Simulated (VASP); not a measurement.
# W (R-3m) in VASP: a series of runs

The runs below take W through single point, relaxation of cell and atoms, with PBE.

All numbers are computed with VASP 6.6.1; they aren't measurements. Logs are shortened: lines on timing, memory, paths and dates and some standing lists are left out, and cuts for length are marked.

## 1. The cell of the first run

Symmetry: R-3m, No. 166, trigonal system. Conventional cell: a = 2.997 Å, b = 2.997 Å, c = 6.390 Å, α = 90.00°, β = 90.00°, γ = 120.00°. Within 3.6 Å of W (site symmetry -3m) lie 12 W at 2.74 to 3.00 Å.

## 2. Single point, PBE

Contents of INCAR:

```
PREC = Accurate
ENCUT = 520
EDIFF = 1E-7
ISMEAR = 0
SIGMA = 0.1
LREAL = False
LASPH = True
NELM = 100
ALGO = Fast
ISIF = 2
LWAVE = False
LCHARG = False
GGA = PE
NBANDS = 13
```

Contents of KPOINTS:

```
regular mesh
0
Gamma
  18 18 18
```

Contents of POSCAR:

```
W
1.0
    1.4983532752      0.8650746667      2.1300508326
   -1.4983532752      0.8650746667      2.1300508326
    0.0000000000     -1.7301493335      2.1300508325
W
1
Direct
    0.5000000000      0.5000000000      0.5000000000
```

Potentials or basis: VASP PAW PBE potentials, release 64 (W_sv).

Run with:

```bash
$ cat potpaw_PBE.64/W_sv/POTCAR > POTCAR
$ mpirun -np 1 vasp_std > vasp.out
```

OUTCAR:

```text
PREC = Accurate
   ENCUT = 520
   EDIFF = 1E-7
   ISMEAR = 0
   LREAL = False
   LASPH = True
   NELM = 100
   ISIF = 2
   GGA = PE

 ion  position               nearest neighbor table
   1  0.500  0.500  0.500-

  LATTYP: Found a trigonal (rhomboedric) cell.
 ALAT       =     2.7441817115
 COS(alpha) =     0.4037440755

  Lattice vectors:

 A1 = (   1.4983532752,   0.8650746667,   2.1300508326)
 A2 = (  -1.4983532752,   0.8650746667,   2.1300508326)
 A3 = (   0.0000000000,  -1.7301493335,   2.1300508325)

Analysis of symmetry for initial positions (statically):
=====================================================================
 Subroutine PRICEL returns:
 Original cell was already a primitive cell.

 Routine SETGRP: Setting up the symmetry group for a
 trigonal (rhombohedral) supercell.

 Subroutine GETGRP returns: Found 12 space group operations
 (whereof 12 operations were pure point group operations)
 out of a pool of 12 trial point group operations.

The static configuration has the point symmetry D_3d.

Analysis of symmetry for dynamics (positions and initial velocities):
=====================================================================
 Subroutine PRICEL returns:
 Original cell was already a primitive cell.

 Routine SETGRP: Setting up the symmetry group for a
 trigonal (rhombohedral) supercell.

 Subroutine GETGRP returns: Found 12 space group operations
 (whereof 12 operations were pure point group operations)
 out of a pool of 12 trial point group operations.

The dynamic configuration has the point symmetry D_3d.

 Subroutine INISYM returns: Found 12 space group operations
 (whereof 12 operations are pure point group operations),
 and found     1 'primitive' translations

----------------------------------------------------------------------------------------

                                     Primitive cell

  volume of cell :      16.5657

  direct lattice vectors                    reciprocal lattice vectors
     1.498353275  0.865074667  2.130050833     0.333699674  0.192661597  0.156490788
    -1.498353275  0.865074667  2.130050833    -0.333699674  0.192661597  0.156490788
     0.000000000 -1.730149333  2.130050832     0.000000000 -0.385323194  0.156490788

  length of vectors
     2.744181711  2.744181711  2.744181711     0.415888603  0.415888603  0.415888603

  position of ions in fractional coordinates (direct lattice)
     0.500000000  0.500000000  0.500000000

  ion indices of the primitive-cell ions
   primitive index   ion index
                 1           1

----------------------------------------------------------------------------------------

 KPOINTS: regular mesh

Automatic generation of k-mesh.
 Grid dimensions read from file:
 generate k-points for:   18   18   18

 Generating k-lattice:

  Cartesian coordinates                     Fractional coordinates (reciprocal lattice)
     0.018538871  0.010703422  0.008693933     0.055555556  0.000000000  0.000000000
    -0.018538871  0.010703422  0.008693933     0.000000000  0.055555556  0.000000000
     0.000000000 -0.021406844  0.008693933     0.000000000  0.000000000  0.055555556

  Length of vectors
     0.023104922  0.023104922  0.023104922

  Shift w.r.t. Gamma in fractional coordinates (k-lattice)
     0.000000000  0.000000000  0.000000000

 Subroutine IBZKPT returns following result:
 ===========================================

 Found    580 irreducible k-points:

 Following reciprocal coordinates:
            Coordinates               Weight
  0.000000  0.000000  0.000000      1.000000
  0.055556  0.000000 -0.000000      6.000000
  0.111111  0.000000 -0.000000      6.000000
  0.166667  0.000000  0.000000      6.000000
  0.222222  0.000000 -0.000000      6.000000
  0.277778  0.000000  0.000000      6.000000
[... 16 lines left out ...]
 -0.277778  0.055556  0.000000     12.000000
 -0.222222  0.055556  0.000000     12.000000
 [... further k-points ...]
   k-points           NKPTS =    580   k-points in BZ     NKDIM =    580   number of bands    NBANDS=     13
   number of dos      NEDOS =    301   number of ions     NIONS =      1
   total plane-waves  NPLWV =   8000
   dimension x,y,z NGX =    20 NGY =   20 NGZ =   20
   dimension x,y,z NGXF=    40 NGYF=   40 NGZF=   40
   ions per type =               1
   NGX,Y,Z   is equivalent  to a cutoff of  12.12, 12.12, 12.12 a.u.
   NGXF,Y,Z  is equivalent  to a cutoff of  24.23, 24.23, 24.23 a.u.
 SYSTEM =  unknown system
   PREC   = accura    normal or accurate (medium, high low for compatibility)
   ISTART =      0    job   : 0-new  1-cont  2-samecut
   ICHARG =      2    charge: 1-file 2-atom 10-const
   ISPIN  =      1    spin polarized calculation?
   LNONCOLLINEAR =      F non collinear calculations
   LSORBIT =      F    spin-orbit coupling
   LASPH  =      T    aspherical Exc in radial PAW
   ENCUT  =  520.0 eV  38.22 Ry    6.18 a.u.   5.10  5.10  5.10*2*pi/ulx,y,z
   NELM   =    100;   NELMIN=  2; NELMDL= -5     # of ELM steps
   EDIFF  = 0.1E-06   stopping-criterion for ELM
   LREAL  =      F    real-space projection
   EDIFFG = 0.1E-05   stopping-criterion for IOM
   NSW    =      0    number of steps for IOM
   IBRION =     -1    ionic relax: 0-MD 1-quasi-New 2-CG
   NFREE  =      0    steps in history (QN), initial steepest desc. (CG)
   ISIF   =      2    stress and relaxation
   ISYM   =      2    0-nonsym 1-usesym 2-fastsym
   POTIM  = 0.5000    time-step for ionic-motion
   TEBEG  =    0.0;   TEEND  =   0.0 temperature during run
   PSTRESS=    0.0 pullay stress
   NELECT =      14.0000    total number of electrons
   NUPDOWN=      -1.0000    fix difference up-down
   EMIN   =  10.00;   EMAX   =-10.00  energy-range for DOS
   EFERMI =   0.00;   METHOD = LEGACY
   ISMEAR =     0;   SIGMA  =   0.10  broadening in eV -4-tet -1-fermi 0-gaus
   EFERMI_NEDOS =   21; number of points for ismear=-14 and -15
   IALGO  =     68    algorithm
   IMIX   =      4    mixing-type and parameters
     AMIX     =   0.40;   BMIX     =  1.00
     AMIX_MAG =   1.60;   BMIX_MAG =  1.00
  volume/ion in A,a.u.               =      16.57       111.79
  Fermi-wavevector in a.u.,A,eV,Ry     =   1.547799  2.924916 32.595219  2.395681
  Thomas-Fermi vector in A             =   2.652841
   LORBIT       =      0    0 simple, 1 ext, 2 COOP (PROOUT), +10 PAW based schemes
   GGA     = PE    functional components
   LHFCALC =     F    Hartree Fock is set to
   AEXX    =    0.0000 exact exchange contribution
   IVDW    =     0    specifies the selected vdW correction
   LEPSILON=     F    determine dielectric tensor
   LRPA    =     F    only Hartree local field effects (RPA)
 non-spin polarized calculation
 RMM-DIIS sequential band-by-band and
 Gauss-broadening in eV      SIGMA  =   0.10
  energy-cutoff  :      520.00
  volume of cell :       16.57
 maximum number of plane-waves:       463
   NGX = 11   NGY = 11   NGZ = 11

 number of electron      13.9999997 magnetization

 Free energy of the ion-electron system (eV)
  ---------------------------------------------------
  ext. energy  EPLUGINS =         0.00000000
  ---------------------------------------------------
  free energy    TOTEN  =       -12.54701172 eV

  energy without entropy =      -12.54367469  energy(sigma->0) =      -12.54534321

 E-fermi :  10.5481     XC(G=0): -13.3678

 val. band max:       10.5291729578   @ k =   0.2222   0.2222   0.0556
 cond. band min:      10.5514519629   @ k =  -0.4444   0.1111   0.1111
 fundamental gap:      0.0222790052
 Fermi energy:        10.5480620780

 k-point     1 :       0.0000    0.0000    0.0000
  band No.  band energies     occupation
      1     -63.3471      2.00000
      2     -27.0562      2.00000
      3     -27.0562      2.00000
      4     -26.7735      2.00000
      5       1.4408      2.00000
      6       8.7747      2.00000
      7       8.7747      2.00000
      8      11.5721      0.00000
      9      13.2076      0.00000
     10      13.2076      0.00000
     11      23.1192      0.00000
     12      27.3482      0.00000
     13      27.3482      0.00000

 k-point     2 :       0.0556    0.0000   -0.0000
  band No.  band energies     occupation
      1     -63.3443      2.00000
      2     -27.0837      2.00000
      3     -27.0576      2.00000
      4     -26.7860      2.00000
      5       1.5670      2.00000
      6       8.7604      2.00000
      7       8.8064      2.00000
      8      11.5802      0.00000
      9      13.1455      0.00000
     10      13.1690      0.00000
     11      23.3640      0.00000
     12      26.9974      0.00000
     13      27.6175      0.00000

 k-point     3 :       0.1111    0.0000   -0.0000
  band No.  band energies     occupation
      1     -63.3361      2.00000
      2     -27.1692      2.00000
      3     -27.0617      2.00000
      4     -26.8151      2.00000
      5       1.9315      2.00000
      6       8.7076      2.00000
      7       8.8866      2.00000
      8      11.6287      0.00000
      9      12.9985      0.00000
     10      13.0842      0.00000
     11      24.0377      0.00000
     12      26.1374      0.00000
     13      28.3960      0.00000
[... 305 lines left out ...]
 k-point    23 :      -0.2778    0.0556    0.0000
  band No.  band energies     occupation
      1     -63.2864      2.00000
      2     -27.7118      2.00000
      3     -27.1142      2.00000
      4     -26.9197      2.00000
      5       4.0978      2.00000
      6       8.6440      2.00000
      7       8.9426      2.00000
      8      11.5443      0.00000
      9      13.2167      0.00000
     10      14.0510      0.00000
     11      22.7203      0.00000
     12      25.9905      0.00000
     13      30.5152      0.00000

 k-point    24 :      -0.2222    0.0556    0.0000
  band No.  band energies     occupation
      1     -63.3027      2.00000
      2     -27.5284      2.00000
      3     -27.1053      2.00000
      4     -26.8919      2.00000
      5       3.4696      2.00000
      6       8.4495      2.00000
      7       9.0441      2.00000
      8      11.7020      0.00000
      9      12.8291      0.00000
     10      13.6390      0.00000
     11      23.7578      0.00000
     12      26.1702      0.00000
     13      30.9940      0.00000

 [... further k-points ...]

------------------------ aborting loop because EDIFF is reached ----------------------------------------

  FORCE on cell =-STRESS in cart. coord.  units (eV):
  Direction    XX          YY          ZZ          XY          YZ          ZX
  --------------------------------------------------------------------------------------
  -------------------------------------------------------------------------------------
  Total        0.0383190      0.0383190      0.0689853     -0.0000000      0.0000000     -0.0000000
  in kB        3.7060859      3.7060859      6.6720339     -0.0000000      0.0000000     -0.0000000
  external PRESSURE =       4.6947352 kB  Pullay stress =       0.0000000 kB

 VOLUME and BASIS-vectors are now :
 -----------------------------------------------------------------------------
  energy-cutoff  :      520.00
  volume of cell :       16.57
      direct lattice vectors                 reciprocal lattice vectors
     1.498353275  0.865074667  2.130050833     0.333699674  0.192661597  0.156490788
    -1.498353275  0.865074667  2.130050833    -0.333699674  0.192661597  0.156490788
     0.000000000 -1.730149333  2.130050832     0.000000000 -0.385323194  0.156490788

 POSITION                                       TOTAL-FORCE (eV/Angst)
 -----------------------------------------------------------------------------------
      0.00000     -0.00000      3.19508         0.000000     -0.000000      0.000000
 -----------------------------------------------------------------------------------
    total drift:                               -0.000000     -0.000000      0.000000

  FREE ENERGIE OF THE ION-ELECTRON SYSTEM (eV)
  ---------------------------------------------------
  free  energy   TOTEN  =       -12.5470117172 eV

  energy  without entropy=      -12.5436746941  energy(sigma->0) =      -12.54534321
```

Wall time 3.3 min (1 thread of Intel Xeon 8259CL, shared host); peak memory 0.23 GiB.

Results:

```
Free energy            : -12.5470 eV
Pressure               : 0.5 GPa
Band gap on the k mesh : zero (bands 7 and 8 overlap by 3.71 eV)
```

Stress tensor (GPa, compression positive):
```
0.37 0.00 0.00
0.00 0.37 0.00
0.00 0.00 0.67
```

Caveat: spin-orbit coupling is left out, which moves the levels of the heavy elements.

## 3. Relaxation of cell and atoms, PBE

Contents of INCAR:

```
PREC = Accurate ; ENCUT = 600
EDIFF = 1E-6 ; ISMEAR = 0
SIGMA = 0.1 ; LREAL = F
LASPH = T ; NELM = 80
ALGO = Fast ; ISIF = 3
LWAVE = F ; LCHARG = F
GGA = PE ; IBRION = 2
NSW = 100 ; EDIFFG = -0.01
```

Contents of KPOINTS:

```
Automatic mesh
0
Gamma
  18 18 18
```

Contents of POSCAR:

```
W
1.0
    1.5035646668      0.8680834651      2.1120511611
   -1.5035646668      0.8680834651      2.1120511611
    0.0000000000     -1.7361669303      2.1120511611
W
1
Direct
    0.5000000000      0.5000000000      0.5000000000
```

Potentials or basis: VASP PAW PBE potentials, release 64 (W_sv).

Run with:

```bash
$ cat potpaw_PBE.64/W_sv/POTCAR > POTCAR
$ mpirun -np 1 vasp_std > vasp.out
```

Run time: 10 min. Hardware: 1 thread of Intel Xeon 8259CL, shared host; peak memory 0.27 GiB.

The run converged. Its results:

| Item | Value |
| --- | --- |
| Free energy | -12.5472 eV |
| Relaxed volume | 16.59 Å³/atom |
| Relaxed cell | a = 2.747 Å, b = 2.747 Å, c = 2.747 Å, α = 66.13°, β = 66.13°, γ = 66.13° |
| Space group after relaxing (to 0.1 Å) | R-3m (No. 166) |
| Energy gained by relaxing | 1.5 meV/atom |
| Ionic steps | 8 |
| Pressure after relaxing | 0.1 GPa |
| Band gap on the k mesh | zero (bands 7 and 8 overlap by 3.70 eV) |

The path:
| step | energy change (eV) | largest force (eV/Å) | pressure (GPa) | volume (Å³) |
| --- | --- | --- | --- | --- |
| 1 | 0.0000 | 0.0000 | 1.32 | 16.54 |
| 2 | 0.0024 | 0.0000 | -4.53 | 16.87 |
| 3 | -0.0009 | 0.0000 | -0.76 | 16.65 |
| 4 | -0.0014 | 0.0000 | 0.20 | 16.58 |
| 5 | -0.0015 | 0.0000 | -0.11 | 16.60 |
| 6 | -0.0015 | 0.0000 | -0.06 | 16.60 |
| 7 | -0.0015 | 0.0000 | 0.16 | 16.59 |
| 8 | -0.0015 | 0.0000 | 0.08 | 16.59 |

Final structure:
```
W
1.0
     1.49861    0.86522    2.13296
    -1.49861    0.86522    2.13296
     0.00000   -1.73045    2.13296
W
1
Direct
  0.50000 0.50000 0.50000
```

Levels at points of the mesh, in eV from the Fermi level:
```csv
k point,band 3,band 4,band 5,band 6,band 7,band 8,band 9,band 10,band 11
"(0.00, 0.00, 0.00)",-37.61,-37.33,-9.10,-1.76,-1.76,1.01,2.65,2.65,12.57
"(0.50, 0.00, 0.00)",-37.65,-37.51,-5.78,-1.98,0.02,0.63,3.69,4.84,9.90
"(0.50, 0.50, 0.00)",-38.11,-37.72,-5.59,-4.65,2.90,4.23,5.07,6.14,10.08
"(0.50, 0.50, 0.50)",-37.90,-37.90,-5.55,-1.56,-1.56,1.95,5.50,5.50,11.29
```

Caveat: spin-orbit coupling is left out, which moves the levels of the heavy elements.
